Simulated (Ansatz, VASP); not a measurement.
Two plane-wave programs on Na2Ru

```xyz
6
Lattice="2.6167 -3.0101 0.0000 2.6167 3.0101 0.0000 0.0000 0.0000 8.3274" Properties=species:S:1:pos:R:3 pbc="T T T"
Na    1.2847    0.0000    5.9299
Na    3.9487    0.0000    5.9299
Na    1.2847    0.0000    2.3975
Na    3.9487    0.0000    2.3975
Ru    2.6167   -1.1824    0.0000
Ru    2.6167    1.1824    0.0000
```

Alike in both runs: functional PBE; k mesh 4 × 4 × 4; occupations gaussian, width 0.1 eV; no spin polarisation.

Ansatz relaxed the structure, and its values are those at the end. VASP's run is a single point on that final structure, the one shown.

|  | VASP | Ansatz |
| --- | --- | --- |
| version | VASP 6.6.1 | Ansatz 0.2.0 |
| potentials or method | VASP PAW PBE potentials, release 64 (Na_pv, Ru_pv), cutoff 520 eV | scalar-relativistic, plane waves, PAW |
| valence electrons in the cell | 56 | 68 |

|  | VASP | Ansatz | Ansatz less VASP |
| --- | --- | --- | --- |
| gap on the k mesh at the Fermi level (eV) | none | none | - |
| pressure (GPa) | 0.1 | 0.0 | -0.06 |
| rms of the force components (eV/Å) | 0.020 | 0.002 | -0.0175 |

A gap of «none» marks a metal or a gap that the smearing closes. With one functional, cell and mesh, what is left measures potentials, basis and numerics. VASP's potentials hold 56 valence electrons a cell and Ansatz's 68, so a difference there can come from the potentials and not from the codes.

The k mesh is coarse, so the values compare programs but aren't converged.
